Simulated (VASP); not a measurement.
Set up this calculation in VASP 6.6.1, as the native input.

```
Task                   : single point
Functional             : PBEsol
Potentials or basis    : VASP PAW PBE potentials, release 64 (Pb_d, O)
Cutoff                 : 520 eV
k mesh                 : 8 × 8 × 6
Occupations            : gaussian, width 0.05 eV
Spin                   : no spin polarisation
Dipole correction      : no
Further INCAR settings : ALGO = Normal; EDIFF = 1e-06; NBANDS = 28
```

The structure of PbO lies in POSCAR:

```
PbO
1.0
    3.8551680000      0.0000000000      0.0000000000
    0.0000000000      3.8551680000      0.0000000000
    0.0000000000      0.0000000000      5.1726600000
Pb O
2 2
Direct
    0.0000000000      0.5000000000      0.2351000000
    0.5000000000      0.0000000000      0.7649000000
    0.0000000000      0.0000000000      0.0000000000
    0.5000000000      0.5000000000      0.0000000000
```

This cell differs from its parent crystal: strain -0.030 along x and y, +0.030 along z.

The input as run:

INCAR

```
SYSTEM = PbO
PREC = Accurate ; ENCUT = 520
EDIFF = 1E-6 ; ISMEAR = 0
SIGMA = 0.05 ; LREAL = .FALSE.
LASPH = .TRUE. ; NELM = 100
ALGO = Normal ; ISIF = 2
LWAVE = .FALSE. ; LCHARG = .FALSE.
GGA = PS ; NBANDS = 28
```

KPOINTS

```
regular mesh
0
G
  8 8 6
  0 0 0
```

Potentials or basis: VASP PAW PBE potentials, release 64 (Pb_d, O).

The run is started by

```bash
$ cat potpaw_PBE.64/Pb_d/POTCAR potpaw_PBE.64/O/POTCAR > POTCAR
$ mpirun -np 1 vasp_std > vasp.out
```

Results of the run:

- Pressure: 4.6 GPa
- Largest force: 0.353 eV/Å
- Band gap on the k mesh: 0.98 eV, indirect (least direct gap 2.19 eV)

Caveat: the cell differs from its parent crystal (strain -0.030 along x and y, +0.030 along z); the PAW data sets were made with another functional, which shifts forces and pressure a little; spin-orbit coupling is left out, which moves the levels of the heavy elements.

It took 3.4 min on 1 thread of AMD EPYC 7R13, with other jobs on the host, peak memory 0.22 GiB.
